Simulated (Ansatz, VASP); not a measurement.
**One calculation of ZrF2, two programs**

```
Zr F
1.0
     2.85346    0.00000    0.00000
     0.00000    2.85346    0.00000
     0.00000    0.00000    5.76100
Zr F
1 2
Cartesian
  0.0000 0.0000 0.0000
  1.4267 1.4267 1.2688
  1.4267 1.4267 4.4922
```

Change from the starting cell: ordered vacancies on the cation sites of caesium chloride (P4/mmm, No. 123).

Alike in both runs: task relaxation of cell and atoms; functional PBE; k mesh 16 × 16 × 8; occupations gaussian, width 0.1 eV; no spin polarisation.

```csv
,VASP,Ansatz
version,VASP 6.6.1,Ansatz 0.2.0
potentials or method,"VASP PAW PBE potentials, release 64 (Zr_sv, F_h), cutoff 910 eV","scalar-relativistic, plane waves, PAW"
valence electrons in the cell,26,26
```

|  | VASP | Ansatz | Ansatz less VASP |
| --- | --- | --- | --- |
| gap on the k mesh at the Fermi level, each at its own relaxed structure (eV) | none | none | - |
| relaxed volume (Å³/atom) | 15.57 | 16.30 | +0.735 |
| relaxed cell length with the largest relative difference (Å) | 5.687 | 5.943 | +0.2554 |

A gap of «none» marks a metal or a gap that the smearing closes.

Noted on VASP's run: the cutoff is short for stress, so the pressure is rough.
